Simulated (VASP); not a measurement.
A run of VASP 6.6.1 is set up as follows.

The input INCAR:

```
PREC     = Accurate       # precision mode
ENCUT    = 520            # plane-wave cutoff, eV
EDIFF    = 1E-6           # SCF threshold, eV
ISMEAR   = 0              # smearing method
SIGMA    = 0.02           # smearing width, eV
LREAL    = False          # projectors in reciprocal space
LASPH    = True           # aspherical terms in the spheres
NELM     = 60             # most SCF steps
ALGO     = Normal         # electronic algorithm
ISIF     = 2              # what is computed and relaxed
LWAVE    = False          # write WAVECAR
LCHARG   = False          # write CHGCAR
GGA      = PS             # functional
NBANDS   = 35             # bands
```

KPOINTS

```
regular mesh
0
Gamma
  12 12 2
```

Contents of POSCAR:

```
WSe2
1.0
    3.3038068302      0.0000000000      0.0000000000
   -1.6519034151      2.8611806441      0.0000000000
    0.0000000000      0.0000000000     13.3559078674
W Se
2 4
Direct
    0.6666666667      0.3333333333      0.7500000000
    0.3333333333      0.6666666667      0.2500000000
    0.3333333333      0.6666666667      0.8744707230
    0.6666666667      0.3333333333      0.3744707230
    0.3333333333      0.6666666667      0.6255292770
    0.6666666667      0.3333333333      0.1255292770
```

Potentials or basis: VASP PAW PBE potentials, release 64 (W_sv, Se).

The run is started by

```console
$ cat potpaw_PBE.64/W_sv/POTCAR potpaw_PBE.64/Se/POTCAR > POTCAR
$ mpirun -np 1 vasp_std > vasp.out
```

**Question.** What does it give for the largest force?

**Answer.** 0.059 eV/Å.

**Question.** What does it give for the pressure?

**Answer.** -1.2 GPa.

**Question.** What does it give for the band gap on the k mesh?

**Answer.** 1.08 eV (least direct gap 1.48 eV).

Stress tensor (GPa, compression positive):
```
-1.90  0.00  0.00
 0.00 -1.90  0.00
 0.00  0.00  0.17
```

Caveat: the PAW data sets were made with another functional, which shifts forces and pressure a little; spin-orbit coupling is left out, which moves the levels of the heavy elements; this functional lacks dispersion, which binds the layers, so the pressure and a relaxed spacing across them are unreliable. A k mesh can miss the band edges.
